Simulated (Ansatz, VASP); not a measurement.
**Ir: VASP beside Ansatz**

```
CELL_PARAMETERS angstrom
2.69521 0.00000 0.00000
-1.34761 2.33412 0.00000
0.00000 0.00000 4.37120
ATOMIC_POSITIONS crystal
Ir 0.33333 0.66667 0.25000
Ir 0.66667 0.33333 0.75000
```

Alike in both runs: task single point; functional LDA; k mesh 11 × 11 × 6; occupations fermi-dirac, width 0.05 eV; no spin polarisation.

```csv
,VASP,Ansatz
version,VASP 6.6.1,Ansatz 0.2.0
potentials or method,"VASP PAW LDA potentials, release 64 (Ir_sv_GW)",Ansatz PAW
plane-wave cutoff (eV),500,420
valence electrons in the cell,34,34
```

Ansatz gave:

```
gap on the k mesh at the Fermi level (eV) : none
pressure (GPa)                            : 4.7
```

Question: What did VASP give for the same quantities?

Answer: gap on the k mesh at the Fermi level (eV): none; pressure (GPa): 3.0.

LDA's correlation is that of Perdew and Zunger in VASP and of Perdew and Wang (1992) in Ansatz. A gap of «none» marks a metal or a gap that the smearing closes.

Spin-orbit coupling is off throughout.
